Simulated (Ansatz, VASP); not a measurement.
# W: VASP beside Ansatz

```
CELL_PARAMETERS angstrom
0.00000 2.03000 2.09090
2.03000 0.00000 2.09090
2.03000 2.03000 0.00000
ATOMIC_POSITIONS crystal
W 0.00000 0.00000 0.00000
```

Change from the starting cell: zz strain of +3 %.

Alike in both runs: task single point; functional PBE; k mesh 14 × 14 × 14; occupations fermi-dirac, width 0.05 eV; no spin polarisation.

|  | VASP | Ansatz |
| --- | --- | --- |
| version | VASP 6.6.1 | Ansatz 0.2.0 |
| potentials or method | VASP PAW PBE potentials, release 64 (W_sv), cutoff 520 eV | all-electron LAPW, scalar-relativistic |

```tsv
	VASP	Ansatz	Ansatz less VASP
pressure (GPa)	-11.7	-11.9	-0.21
traceless stress, the component that is largest in VASP (GPa)	5.13	5.09	-0.035
```

Ansatz ran all-electron here, and VASP with PAW potentials.

Neither program's run includes spin-orbit coupling.
